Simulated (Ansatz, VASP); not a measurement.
## NaC3 in VASP and in Ansatz

```
Na C
1.0
     2.56718   -5.07172    0.00000
     2.56718    5.07172    0.00000
     0.00000    0.00000    3.76043
Na C
2 6
Direct
  0.64635 0.35365 0.75000
  0.35365 0.64635 0.25000
  0.04419 0.95581 0.75000
  0.95581 0.04419 0.25000
  0.04057 0.23135 0.75000
  0.95943 0.76865 0.25000
  0.23135 0.04057 0.25000
  0.76865 0.95943 0.75000
```

Alike in both runs: functional PBE; k mesh 8 × 8 × 10; occupations gaussian, width 0.1 eV; no spin polarisation.

Ansatz relaxed the structure, and its values are those at the end. VASP's run is a single point on that final structure, the one shown.

|  | VASP | Ansatz |
| --- | --- | --- |
| version | VASP 6.6.1 | Ansatz 0.2.0 |
| potentials or method | VASP PAW PBE potentials, release 64 (Na_pv, C), cutoff 520 eV | scalar-relativistic, plane waves, PAW |
| valence electrons in the cell | 38 | 42 |

|  | VASP | Ansatz | Ansatz less VASP |
| --- | --- | --- | --- |
| gap on the k mesh at the Fermi level (eV) | none | none | - |
| pressure (GPa) | 0.3 | 0.0 | -0.33 |
| rms of the force components (eV/Å) | 0.057 | 0.002 | -0.0552 |

A gap of «none» marks a metal or a gap that the smearing closes. The functional is the same, so the differences come from potentials, cutoffs and numerics. VASP's potentials hold 38 valence electrons a cell and Ansatz's 42, so a difference there can come from the potentials and not from the codes.
